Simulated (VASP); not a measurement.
## Yb: single point with r2SCAN

Crystal: Yb.

```
Yb
1.0
    -2.15148    2.15148    2.15148
     2.15148   -2.15148    2.15148
     2.15148    2.15148   -2.15148
Yb
1
Direct
  0.00000 0.00000 0.00000
```

```yaml
Program: VASP 6.6.1
Task: single point
Functional: r2SCAN
Potentials_or_basis: VASP PAW PBE potentials, release 64 (Yb)
Cutoff: 520 eV
k_mesh: 5 × 5 × 5
Occupations: fermi-dirac, width 0.05 eV
Spin: collinear spin, ferromagnetic start
Starting_moments: "[1.0] μB"
Dipole_correction: no
Further_INCAR_settings: ALGO = Normal; EDIFF = 1e-06; NBANDS = 22
```

```yaml
Pressure: 2.7 GPa
Band_gap_on_the_k_mesh: zero (filled and empty bands overlap)
Net_moment: 0.02 μB per cell
Valence_electrons_inside_the_program's_atomic_spheres: Yb 21.95
```

Levels at points of the mesh, in eV from the Fermi level:
Spin up:
```csv
k point,band 10,band 11,band 12,band 13,band 14,band 15
"(0.00, 0.00, 0.00)",-0.35,-0.35,-0.35,3.10,3.10,3.10
```
Spin down:
```
           k point  band 9  band 10  band 11  band 12  band 13  band 14  band 15  band 16
(0.00, 0.00, 0.00)   -0.36    -0.35    -0.35    -0.35     3.11     3.11     3.11     4.86
```

Run time: 5.2 min on 1 thread of AMD EPYC 9R45 96-Core Processor (Zen 5), with other jobs on the host, peak memory 0.18 GiB.

Caveat: the k points lie up to 0.41 Å⁻¹ apart; the PAW data sets were made with another functional, which shifts forces and pressure a little; spin-orbit coupling is left out, which moves the levels of the heavy elements. The state reached can hang on the start; a lower one may exist.
